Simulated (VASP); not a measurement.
The system is CsC2.

```
CELL_PARAMETERS angstrom
5.47411 0.00000 0.00000
0.00000 5.47411 0.00000
0.00000 0.00000 5.47411
ATOMIC_POSITIONS crystal
Cs 0.00000 0.00000 0.00000
Cs 0.50000 0.50000 0.50000
C 0.25000 0.25000 0.25000
C 0.25000 0.75000 0.75000
C 0.75000 0.75000 0.25000
C 0.75000 0.25000 0.75000
```

The cell was generated, and may not be a known phase.

```yaml
Program: VASP 6.6.1
Task: relaxation of cell and atoms
Functional: PBE
Potentials_or_basis: VASP PAW PBE potentials, release 64 (Cs_sv, C)
Cutoff: 600 eV
k_mesh: 4 × 4 × 4
Occupations: gaussian, width 0.1 eV
Spin: collinear spin
Starting_moments: "[0.0, 0.0, 1.0, 1.0, 1.0, 1.0] μB"
```

At the start: pressure 4.9 GPa; volume 27.34 Å³/atom.

Task: Where does the relaxation end?

Result: Over 5 steps the energy falls by 513.4 meV/atom and the volume is 55.34 Å³/atom (+102.4 %); space group Pn-3m (No. 224, to 0.1 Å) before and after; moment 10.00 μB per cell.

The path:
```
step  energy change (eV)  largest force (eV/Å)  pressure (GPa)  volume (Å³)
   1              0.0000                0.0000            4.86       164.04
   2             -0.5854                0.0000            4.91       184.51
   3             -2.6985                0.0000            2.11       255.99
   4             -2.4669                0.0000           -1.54       449.93
   5             -3.0804                0.0000           -0.03       332.02
```

Final structure:
```
Cs C
1.0
     6.92447    0.00000    0.00000
     0.00000    6.92447    0.00000
     0.00000    0.00000    6.92447
Cs C
2 4
Direct
  0.00000 0.00000 0.00000
  0.50000 0.50000 0.50000
  0.25000 0.25000 0.25000
  0.25000 0.75000 0.75000
  0.75000 0.75000 0.25000
  0.75000 0.25000 0.75000
```

Caveat: the volume moved by over 15 % at a fixed basis, so the end points are rough; the highest band is partly filled, so the run has too few bands.
